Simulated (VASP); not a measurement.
# KCl (Pm-3m) in VASP: further runs, part 2 of 2

VASP 6.6.1. The steps go on from the part before.

## (3) Single point, r2SCAN (25.72 Å³/atom)

This run uses another cell than the first one, of 25.72 Å³/atom.

Input file POSCAR:

```
KCl
1.0
    3.7190882623      0.0000000000      0.0000000000
    0.0000000000      3.7190882623      0.0000000000
    0.0000000000      0.0000000000      3.7190882623
K Cl
1 1
Direct
    0.0000000000      0.0000000000      0.0000000000
    0.5000000000      0.5000000000      0.5000000000
```

Input file INCAR.step1:

```
SYSTEM = KCl
PREC = Accurate
ENCUT = 520
ISMEAR = 0
SIGMA = 0.05
LREAL = .FALSE.
LASPH = .TRUE.
NELM = 80
NBANDS = 15
GGA = PE
ALGO = Normal
EDIFF = 1E-4
LWAVE = .TRUE.
LCHARG = .FALSE.
```

Input file INCAR.step2:

```
SYSTEM = KCl
PREC = Accurate
ENCUT = 520
EDIFF = 1E-6
ISMEAR = 0
SIGMA = 0.05
LREAL = .FALSE.
LASPH = .TRUE.
NELM = 80
ALGO = Normal
ISIF = 2
LWAVE = .FALSE.
LCHARG = .FALSE.
METAGGA = R2SCAN
LMIXTAU = .TRUE.
NBANDS = 15
ISTART = 1
```

Input file KPOINTS:

```
regular mesh
0
G
  6 6 6
  0 0 0
```

Potentials or basis: VASP PAW PBE potentials, release 64 (K_sv, Cl).

The run is started by

```console
$ cat potpaw_PBE.64/K_sv/POTCAR potpaw_PBE.64/Cl/POTCAR > POTCAR
$ cp INCAR.step1 INCAR
$ mpirun -np 1 vasp_std > vasp.out
$ cp INCAR.step2 INCAR
$ mpirun -np 1 vasp_std > vasp.out
```

OUTCAR:

```text
SYSTEM = KCl
   PREC = Accurate
   ENCUT = 520
   EDIFF = 1E-6
   ISMEAR = 0
   LREAL = .FALSE.
   LASPH = .TRUE.
   NELM = 80
   ISIF = 2
   METAGGA = R2SCAN
   ISTART = 1

 ion  position               nearest neighbor table
   1  0.000  0.000  0.000-   2 3.22   2 3.22   2 3.22   2 3.22   2 3.22   2 3.22   2 3.22   2 3.22

   2  0.500  0.500  0.500-   1 3.22   1 3.22   1 3.22   1 3.22   1 3.22   1 3.22   1 3.22   1 3.22

  LATTYP: Found a simple cubic cell.
 ALAT       =     3.7190882623

  Lattice vectors:

 A1 = (   3.7190882623,   0.0000000000,   0.0000000000)
 A2 = (   0.0000000000,   3.7190882623,   0.0000000000)
 A3 = (   0.0000000000,   0.0000000000,   3.7190882623)

Analysis of symmetry for initial positions (statically):
=====================================================================
 Subroutine PRICEL returns:
 Original cell was already a primitive cell.

 Routine SETGRP: Setting up the symmetry group for a
 simple cubic supercell.

 Subroutine GETGRP returns: Found 48 space group operations
 (whereof 48 operations were pure point group operations)
 out of a pool of 48 trial point group operations.

The static configuration has the point symmetry O_h .

Analysis of symmetry for dynamics (positions and initial velocities):
=====================================================================
 Subroutine PRICEL returns:
 Original cell was already a primitive cell.

 Routine SETGRP: Setting up the symmetry group for a
 simple cubic supercell.

 Subroutine GETGRP returns: Found 48 space group operations
 (whereof 48 operations were pure point group operations)
 out of a pool of 48 trial point group operations.

The dynamic configuration has the point symmetry O_h .

 Subroutine INISYM returns: Found 48 space group operations
 (whereof 48 operations are pure point group operations),
 and found     1 'primitive' translations
[... 115 lines left out ...]
   METAGGA = R2SCAN    functional components
   LHFCALC =     F    Hartree Fock is set to
   AEXX    =    0.0000 exact exchange contribution
   IVDW    =     0    specifies the selected vdW correction
   LEPSILON=     F    determine dielectric tensor
   LRPA    =     F    only Hartree local field effects (RPA)
 non-spin polarized calculation
 Gauss-broadening in eV      SIGMA  =   0.05
  energy-cutoff  :      520.00
  volume of cell :       51.44
 maximum number of plane-waves:      1409
 NGX is ok and might be reduce to    28
   NGX = 13   NGY = 13   NGZ = 13

 number of electron      15.9999994 magnetization

 Free energy of the ion-electron system (eV)
  ---------------------------------------------------
  ext. energy  EPLUGINS =         0.00000000
  ---------------------------------------------------
  free energy    TOTEN  =       -16.40029748 eV

  energy without entropy =      -16.40029748  energy(sigma->0) =      -16.40029748

 E-fermi :  -0.4518     XC(G=0):  -8.9343

 val. band max:       -0.7327080495   @ k =   0.5000   0.5000   0.0000
 cond. band min:       5.2854579525   @ k =   0.0000   0.0000   0.0000
 fundamental gap:      6.0181660019
 Fermi energy:        -0.4517964468

 k-point     1 :       0.0000    0.0000    0.0000
  band No.  band energies     occupation
      1     -29.7572      2.00000
      2     -14.0556      2.00000
      3     -12.3567      2.00000
      4     -12.3567      2.00000
      5     -12.3567      2.00000
      6      -0.9563      2.00000
      7      -0.9563      2.00000
      8      -0.9563      2.00000
      9       5.2855      0.00000
     10       6.3078      0.00000
     11       6.3078      0.00000
     12      10.9713      0.00000
     13      10.9713      0.00000
     14      10.9713      0.00000
[... 329 lines left out ...]
      2     -13.5290      2.00000
      3     -12.5733      2.00000
      4     -12.5733      2.00000
      5     -12.5733      2.00000
      6      -2.2971      2.00000
      7      -2.2971      2.00000
      8      -2.2971      2.00000
      9       9.0819      0.00000
     10       9.0819      0.00000
     11       9.0819      0.00000
     12      10.4207      0.00000
     13      10.4207      0.00000
     14      10.4207      0.00000
     15      12.7604      0.00000

------------------------ aborting loop because EDIFF is reached ----------------------------------------

  FORCE on cell =-STRESS in cart. coord.  units (eV):
  Direction    XX          YY          ZZ          XY          YZ          ZX
  --------------------------------------------------------------------------------------
  -------------------------------------------------------------------------------------
  Total        0.3266747      0.3266747      0.3266747     -0.0000000      0.0000000     -0.0000000
  in kB       10.1745817     10.1745817     10.1745817     -0.0000000      0.0000000     -0.0000000
  external PRESSURE =      10.1745817 kB  Pullay stress =       0.0000000 kB

 VOLUME and BASIS-vectors are now :
 -----------------------------------------------------------------------------
  energy-cutoff  :      520.00
  volume of cell :       51.44
      direct lattice vectors                 reciprocal lattice vectors
     3.719088262  0.000000000  0.000000000     0.268883105  0.000000000  0.000000000
     0.000000000  3.719088262  0.000000000     0.000000000  0.268883105  0.000000000
     0.000000000  0.000000000  3.719088262     0.000000000  0.000000000  0.268883105

 POSITION                                       TOTAL-FORCE (eV/Angst)
 -----------------------------------------------------------------------------------
      0.00000      0.00000      0.00000         0.000000      0.000000      0.000000
      1.85954      1.85954      1.85954         0.000000      0.000000      0.000000
 -----------------------------------------------------------------------------------
    total drift:                               -0.000000      0.000000      0.000000

  FREE ENERGIE OF THE ION-ELECTRON SYSTEM (eV)
  ---------------------------------------------------
  free  energy   TOTEN  =       -16.4002974843 eV

  energy  without entropy=      -16.4002974843  energy(sigma->0) =      -16.40029748
```

OUTCAR.step1:

```text
SYSTEM = KCl
   PREC = Accurate
   ENCUT = 520
   ISMEAR = 0
   LREAL = .FALSE.
   LASPH = .TRUE.
[... 576 lines left out ...]
      0.00000      0.00000      0.00000         0.000000      0.000000      0.000000
      1.85954      1.85954      1.85954         0.000000      0.000000      0.000000
 -----------------------------------------------------------------------------------
    total drift:                               -0.000000      0.000000      0.000000

  FREE ENERGIE OF THE ION-ELECTRON SYSTEM (eV)
  ---------------------------------------------------
  free  energy   TOTEN  =        -6.6219515859 eV

  energy  without entropy=       -6.6219515859  energy(sigma->0) =       -6.62195159
```

It took 84 s on 1 thread of Intel Xeon 8259CL, shared host; peak memory 0.17 GiB.

What came out:

```
Free energy            : -16.4003 eV
Pressure               : 1.0 GPa
Band gap on the k mesh : 6.02 eV (least direct gap 6.24 eV)
```

Levels at points of the mesh, in eV from the valence-band top:
```
           k point  band 6  band 7  band 8  band 9  band 10  band 11
(0.00, 0.00, 0.00)   -0.22   -0.22   -0.22    6.02     7.04     7.04
(0.50, 0.00, 0.00)   -2.02   -0.25   -0.25    8.57     8.97     9.56
(0.50, 0.50, 0.00)   -1.36   -1.36    0.00    6.88     8.14     9.75
(0.50, 0.50, 0.50)   -1.56   -1.56   -1.56    9.81     9.81     9.81
```

Caveat: the PAW data sets were made with another functional, which shifts forces and pressure a little. r2SCAN opens gaps a little over a GGA but as a rule still falls short of measured ones.

## (4) Single point, r2SCAN (26.79 Å³/atom)

This run uses another cell than the first one, of 26.79 Å³/atom.

Input file POSCAR:

```
KCl
1.0
    3.7700410084      0.0000000000      0.0000000000
    0.0000000000      3.7700410084      0.0000000000
    0.0000000000      0.0000000000      3.7700410084
K Cl
1 1
Direct
    0.0000000000      0.0000000000      0.0000000000
    0.5000000000      0.5000000000      0.5000000000
```

Input file INCAR.step1:

```
PREC = Accurate ; ENCUT = 520
ISMEAR = 0 ; SIGMA = 0.05
LREAL = F ; LASPH = T
NELM = 100 ; NBANDS = 15
GGA = PE ; ALGO = Normal
EDIFF = 1E-4 ; LWAVE = T
LCHARG = F
```

Input file INCAR.step2:

```
PREC = Accurate ; ENCUT = 520
EDIFF = 1E-7 ; ISMEAR = 0
SIGMA = 0.05 ; LREAL = F
LASPH = T ; NELM = 100
ALGO = Normal ; ISIF = 2
LWAVE = F ; LCHARG = F
METAGGA = R2SCAN ; LMIXTAU = T
NBANDS = 15 ; ISTART = 1
```

Input file KPOINTS:

```
regular mesh
0
Gamma
  6 6 6
```

The run is started by

```console
$ cat potpaw_PBE.64/K_sv/POTCAR potpaw_PBE.64/Cl/POTCAR > POTCAR
$ cp INCAR.step1 INCAR
$ mpirun -np 1 vasp_std > vasp.out
$ cp INCAR.step2 INCAR
$ mpirun -np 1 vasp_std > vasp.out
```

Run time: 98 s. Hardware: 1 thread of Intel Xeon 8259CL, shared host; peak memory 0.17 GiB.

It converged, with:

```yaml
Free_energy: -16.4076 eV
Pressure: 0.0 GPa
Band_gap_on_the_k_mesh: 5.81 eV (least direct gap 6.03 eV)
```

Levels at points of the mesh, in eV from the valence-band top:
| k point | band 4 | band 5 | band 6 | band 7 | band 8 | band 9 | band 10 | band 11 | band 12 | band 13 |
| --- | --- | --- | --- | --- | --- | --- | --- | --- | --- | --- |
| (0.00, 0.00, 0.00) | -11.69 | -11.69 | -0.22 | -0.22 | -0.22 | 5.81 | 7.09 | 7.09 | 11.60 | 11.60 |
| (0.50, 0.00, 0.00) | -11.66 | -11.56 | -1.90 | -0.23 | -0.23 | 8.56 | 8.74 | 9.32 | 10.84 | 11.52 |
| (0.50, 0.50, 0.00) | -11.95 | -11.63 | -1.30 | -1.30 | 0.00 | 6.86 | 8.09 | 9.73 | 9.73 | 12.69 |
| (0.50, 0.50, 0.50) | -11.89 | -11.89 | -1.46 | -1.46 | -1.46 | 9.67 | 9.67 | 9.67 | 10.97 | 10.97 |

Caveat: the PAW data sets were made with another functional, which shifts forces and pressure a little. r2SCAN opens gaps a little over a GGA but as a rule still falls short of measured ones.

## (5) Single point, r2SCAN (27.86 Å³/atom)

This run uses another cell than the first one, of 27.86 Å³/atom.

Input file POSCAR:

```
KCl
1.0
    3.8196525004      0.0000000000      0.0000000000
    0.0000000000      3.8196525004      0.0000000000
    0.0000000000      0.0000000000      3.8196525004
K Cl
1 1
Direct
    0.0000000000      0.0000000000      0.0000000000
    0.5000000000      0.5000000000      0.5000000000
```

Input file INCAR.step1:

```
  PREC = Accurate
  ENCUT = 520
  ISMEAR = 0
  SIGMA = 0.05
  LREAL = False
  LASPH = True
  NELM = 100
  NBANDS = 15
  GGA = PE
  ALGO = Normal
  EDIFF = 1E-4
  LWAVE = True
  LCHARG = False
```

Input file INCAR.step2:

```
  PREC = Accurate
  ENCUT = 520
  EDIFF = 1E-7
  ISMEAR = 0
  SIGMA = 0.05
  LREAL = False
  LASPH = True
  NELM = 100
  ALGO = Normal
  ISIF = 2
  LWAVE = False
  LCHARG = False
  METAGGA = R2SCAN
  LMIXTAU = True
  NBANDS = 15
  ISTART = 1
```

Input file KPOINTS:

```
Automatic mesh
0
Gamma
  6 6 6
```

The run is started by

```console
$ cat potpaw_PBE.64/K_sv/POTCAR potpaw_PBE.64/Cl/POTCAR > POTCAR
$ cp INCAR.step1 INCAR
$ mpirun -np 1 vasp_std > vasp.out
$ cp INCAR.step2 INCAR
$ mpirun -np 1 vasp_std > vasp.out
```

It took 87 s on 1 thread of Intel Xeon 8259CL, shared host; peak memory 0.17 GiB.

Results (log left out):

```yaml
Free_energy: -16.4025 eV
Pressure: -0.8 GPa
Band_gap_on_the_k_mesh: 5.63 eV (least direct gap 5.83 eV)
```

Levels at points of the mesh, in eV from the valence-band top:
```tsv
k point	band 5	band 6	band 7	band 8	band 9	band 10	band 11	band 12
(0.00, 0.00, 0.00)	-11.77	-0.21	-0.21	-0.21	5.63	7.13	7.13	11.51
(0.50, 0.00, 0.00)	-11.64	-1.80	-0.22	-0.22	8.53	8.54	9.10	10.82
(0.50, 0.50, 0.00)	-11.71	-1.24	-1.24	0.00	6.84	8.03	9.70	9.70
(0.50, 0.50, 0.50)	-11.94	-1.36	-1.36	-1.36	9.54	9.54	9.54	10.79
```

Caveat: the PAW data sets were made with another functional, which shifts forces and pressure a little. A k mesh can miss the band edges.

## (6) The runs side by side

| cell | gap on the mesh (eV) | pressure (GPa) |
| --- | --- | --- |
| a = 3.667 Å, 2 atoms | 6.25 | 2.3 |
| a = 3.719 Å, 2 atoms | 6.02 | 1.0 |
| a = 3.770 Å, 2 atoms | 5.81 | 0.0 |
| a = 3.820 Å, 2 atoms | 5.63 | -0.8 |

Alike in all rows: task single point; level r2SCAN; potentials or basis VASP PAW PBE potentials, release 64 (K_sv, Cl); no spin polarisation; k mesh 6 × 6 × 6; cutoff (eV) 520; smearing gaussian 0.05 eV.

Caveats: the PAW data sets were made with another functional, which shifts forces and pressure a little.

Total energies depend on the potentials used, so only differences within one code and one set of settings carry meaning.
